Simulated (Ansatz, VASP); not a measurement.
**One calculation of BiTe, two programs**

```
Bi Te
1.0
     0.00000    3.20265    3.23500
     3.20265    0.00000    3.23500
     3.20265    3.20265    0.00000
Bi Te
1 1
Cartesian
  0.0000 0.0000 0.0000
  3.2027 3.2027 3.2350
```

Alike in both runs: functional PBE; k mesh 6 × 6 × 6; occupations fermi-dirac, width 0.05 eV; no spin polarisation.

|  | VASP | Ansatz |
| --- | --- | --- |
| version | VASP 6.6.1 | Ansatz 0.2.0 |
| potentials or method | VASP PAW PBE potentials, release 64 (Bi_d, Te) | Ansatz PAW |
| plane-wave cutoff (eV) | 500 | 420 |
| valence electrons in the cell | 21 | 31 |
| task | single point | band structure |

```tsv
	VASP	Ansatz	Ansatz less VASP
gap on the k mesh at the Fermi level (eV)	none	none	-
pressure (GPa)	1.9	2.0	+0.07
traceless stress, the component that is largest in VASP (GPa)	-0.23	-0.23	0.000
```

A gap of «none» marks a metal or a gap that the smearing closes. VASP's potentials hold 21 valence electrons a cell and Ansatz's 31, so a difference there can come from the potentials and not from the codes.

Spin-orbit coupling is off throughout.
